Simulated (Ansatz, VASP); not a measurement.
# Nb in VASP and in Ansatz

```
CELL_PARAMETERS angstrom
-1.65035 1.65035 1.65035
1.65035 -1.65035 1.65035
1.65035 1.65035 -1.65035
ATOMIC_POSITIONS crystal
Nb 0.00000 0.00000 0.00000
```

Alike in both runs: task relaxation of cell and atoms; functional r2SCAN; k mesh 18 × 18 × 18; occupations fermi-dirac, width 0.1 eV; no spin polarisation.

```csv
,VASP,Ansatz
version,VASP 6.6.1,Ansatz 0.2.0
potentials or method,"VASP PAW PBE potentials, release 64 (Nb_sv)","PAW with Ansatz's default frozen-core files, scalar-relativistic"
plane-wave cutoff (eV),600,500
valence electrons in the cell,13,13
```

```csv
,VASP,Ansatz,Ansatz less VASP
relaxed volume (Å³/atom),18.03,18.05,+0.016
relaxed cell length with the largest relative difference (Å),2.861,2.862,+0.0008
```

VASP's potentials were made for PBE, not for r2SCAN.
